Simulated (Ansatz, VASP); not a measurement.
AlP in VASP and in Ansatz

```xyz
2
Lattice="0.0000 2.7262 2.7262 2.7262 0.0000 2.7262 2.7262 2.7262 0.0000" Properties=species:S:1:pos:R:3 pbc="T T T"
Al    0.0000    0.0000    0.0000
P     4.0892    4.0892    4.0892
```

Alike in both runs: functional PBE; dispersion D3(BJ); k mesh 8 × 8 × 8; occupations gaussian, width 0.02 eV; no spin polarisation.

Ansatz relaxed the structure, and its values are those at the end. VASP's run is a single point on that final structure, the one shown.

|  | VASP | Ansatz |
| --- | --- | --- |
| version | VASP 6.6.1 | Ansatz 0.2.0 |
| potentials or method | VASP PAW PBE potentials, release 64 (Al, P), cutoff 500 eV | scalar-relativistic, plane waves, PAW |
| valence electrons in the cell | 8 | 8 |

|  | VASP | Ansatz | Ansatz less VASP |
| --- | --- | --- | --- |
| gap on the k mesh at the Fermi level (eV) | 1.57 | 1.57 | +0.002 |
| least direct gap on the mesh (eV) | 3.34 | 3.34 | +0.002 |
| pressure (GPa) | -0.1 | 0.0 | +0.10 |
